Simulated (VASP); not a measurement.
The system is NiO.

```
Ni O
1.0
     0.00000    2.04332    2.04332
     2.04332    0.00000    2.04332
     2.04332    2.04332    0.00000
Ni O
1 1
Direct
  0.00000 0.00000 0.00000
  0.50000 0.50000 0.50000
```

Base run:

* Program: VASP 6.6.1
* Functional: PBE
* Potentials or basis: VASP PAW PBE potentials, release 64 (Ni, O)
* Cutoff: 520 eV
* k mesh: 11 × 11 × 11
* Occupations: fermi-dirac, width 0.05 eV
* Spin: collinear spin, ferromagnetic start
* Starting moments: [1.0, 0.0] μB

Its results: pressure 18.2 GPa; net moment 1.45 μB per cell; site moments Ni +1.21; O +0.20 μB.

After a change of settings the same cell gave: pressure 16.2 GPa; net moment 1.55 μB per cell; site moments Ni +1.29; O +0.23 μB. Which change was it?
A. dispersion from none to D3(BJ)
B. functional from PBE to revPBE; dispersion from none to D4
C. functional from PBE to revPBE; further incar settings from ALGO = Normal; EDIFF = 1e-07; NBANDS = 19 to ALGO = Normal; EDIFF = 1e-06; NBANDS = 19
D. functional from PBE to revPBE; dispersion from none to D3(BJ)

B.

Caveats: a cell with one magnetic atom can't hold antiferromagnetic order, which such compounds often take; the PAW data sets were made with another functional, which shifts forces and pressure a little (some runs); pairwise dispersion overbinds metals, which lowers pressure and volume (some runs).

The runs don't all hold the same shells in valence.
